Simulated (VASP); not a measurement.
The system is TiB2N3.

```
Ti B N
1.0
     2.75033    0.00000    0.00000
     0.00000    2.75033    0.00000
     0.00000    0.00000    9.19381
Ti B N
1 2 3
Cartesian
  1.3752 1.3752 4.5969
  1.3752 1.3752 7.7905
  1.3752 1.3752 1.4033
  0.0000 0.0000 0.0000
  0.0000 0.0000 6.5695
  0.0000 0.0000 2.6244
```

* Program: VASP 6.6.1
* Task: relaxation of cell and atoms
* Functional: PBE
* Potentials or basis: VASP PAW PBE potentials, release 64 (Ti_sv, B, N)
* Cutoff: 600 eV
* k mesh: 6 × 6 × 2
* Occupations: gaussian, width 0.1 eV
* Spin: collinear spin, ferromagnetic start
* Starting moments: [1.0, 0.0, 0.0, 0.0, 0.0, 0.0] μB

At the start: pressure -37.2 GPa; volume 11.59 Å³/atom.

Question: How do energy, volume and symmetry change on relaxing?

Answer: Over 27 steps the energy falls by 1396.0 meV/atom and the volume is 8.70 Å³/atom (-25.0 %); space group P4/mmm (No. 123, to 0.05 Å); moment 0.00 μB per cell.

The path:
| step | energy change (eV) | largest force (eV/Å) | pressure (GPa) | volume (Å³) |
| --- | --- | --- | --- | --- |
| 1 | 0.0000 | 0.7289 | -37.19 | 69.54 |
| 2 | -4.7901 | 1.5226 | -5.70 | 45.75 |
| 3 | -4.8612 | 1.5589 | 4.47 | 43.72 |
| 4 | -5.3996 | 1.2916 | 9.45 | 43.07 |
| 5 | -5.7086 | 1.1257 | 16.34 | 42.37 |
| 6 | -6.0131 | 2.0646 | 1.27 | 45.42 |
| 7 | -6.0147 | 2.0035 | 2.06 | 45.21 |
| 8 | -6.2786 | 1.4313 | -5.05 | 46.64 |
| 9 | -6.5573 | 1.6895 | -13.88 | 49.80 |
| 10 | -6.7910 | 1.8314 | -9.44 | 49.26 |
| 11 | -6.9028 | 5.5273 | 11.18 | 47.68 |
| 12 | -6.9955 | 2.1541 | -2.99 | 48.64 |
| 13 | -7.0499 | 2.8460 | 3.52 | 48.15 |
| 14 | -7.2021 | 3.7702 | 8.32 | 47.92 |
| 15 | -7.2481 | 5.0367 | 12.19 | 47.76 |
| 16 | -7.5227 | 4.4655 | 12.82 | 47.94 |
| 17 | -8.0436 | 3.0711 | 16.98 | 48.50 |
| 18 | -8.0485 | 2.6800 | 20.13 | 48.68 |
| 19 | -8.0622 | 2.8718 | 18.30 | 48.59 |
| 20 | -8.2293 | 1.5504 | 11.64 | 49.47 |
| 21 | -8.3205 | 0.6694 | 2.53 | 50.89 |
| 22 | -8.3371 | 0.6096 | 1.98 | 51.12 |
| 23 | -8.3696 | 0.3633 | 0.52 | 51.80 |
| 24 | -8.3441 | 0.5004 | -1.33 | 53.17 |
| 25 | -8.3749 | 0.1412 | -0.23 | 52.19 |
| 26 | -8.3759 | 0.0403 | 0.04 | 52.18 |
| 27 | -8.3760 | 0.0282 | 0.17 | 52.18 |

Final structure:
```yaml
crystal:
  lattice:
    - [2.79932, 0.00000, 0.00000]
    - [0.00000, 2.79932, 0.00000]
    - [0.00000, 0.00000, 6.65865]
  atoms:
    - { symbol: Ti, position: [0.50000, 0.50000, 0.50000] }
    - { symbol: B, position: [0.50000, 0.50000, 0.87611] }
    - { symbol: B, position: [0.50000, 0.50000, 0.12389] }
    - { symbol: N, position: [0.00000, 0.00000, 0.00000] }
    - { symbol: N, position: [0.00000, 0.00000, 0.60686] }
    - { symbol: N, position: [0.00000, 0.00000, 0.39314] }
```

Caveat: the k points lie up to 0.47 Å⁻¹ apart in the final cell; the volume moved by over 15 % at a fixed basis, so the end points are rough.
